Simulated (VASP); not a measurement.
Ba3Bi2: single point with PBE

Ba3Bi2:

```
CELL_PARAMETERS angstrom
5.02160 0.00000 0.00000
0.00000 5.02160 0.00000
0.00000 0.00000 19.27484
ATOMIC_POSITIONS crystal
Ba 0.00000 0.50000 0.17959
Ba 0.00000 0.50000 0.67959
Ba 0.50000 0.00000 0.32041
Ba 0.50000 0.00000 0.82041
Ba 0.50000 0.50000 0.00000
Ba 0.50000 0.50000 0.50000
Bi 0.50000 0.00000 0.13216
Bi 0.50000 0.00000 0.63216
Bi 0.00000 0.50000 0.36784
Bi 0.00000 0.50000 0.86784
```

```json
{"Program": "VASP 6.6.1", "Task": "single point", "Functional": "PBE", "Potentials or basis": "VASP PAW PBE potentials, release 64 (Ba_sv, Bi_d)", "Cutoff": "520 eV", "k mesh": "4 × 4 × 1", "Occupations": "gaussian, width 0.2 eV", "Spin": "no spin polarisation", "Dipole correction": "no", "Further INCAR settings": "ALGO = Fast; EDIFF = 1e-07; NBANDS = 71"}
```

- Pressure: 0.2 GPa
- Largest force: 0.007 eV/Å

Forces on the atoms (eV/Å):
```
Ba   0.000  0.000 -0.002
Ba   0.000  0.000 -0.002
Ba   0.000  0.000  0.002
Ba   0.000  0.000  0.002
Ba   0.000  0.000  0.000
Ba   0.000  0.000  0.000
Bi   0.000  0.000 -0.007
Bi   0.000  0.000 -0.007
Bi   0.000  0.000  0.007
Bi   0.000  0.000  0.007
```

Levels at points of the mesh, in eV from the Fermi level:
```
           k point  band 57  band 58  band 59  band 60  band 61  band 62  band 63  band 64
(0.00, 0.00, 0.00)    -0.23    -0.23    -0.06    -0.06    -0.04     0.16     0.33     0.63
(0.50, 0.00, 0.00)    -1.22    -1.17    -0.93    -0.91     0.66     0.82     0.85     1.01
(0.50, 0.50, 0.00)    -1.22    -1.22    -1.10    -1.09     0.48     0.56     0.72     0.72
```

Run time: 6.8 min on 1 thread of Intel(R) Xeon(R) 6975P-C (Granite Rapids), with other jobs on the host, peak memory 0.6 GiB.

Caveat: spin-orbit coupling is left out, which moves the levels of the heavy elements.
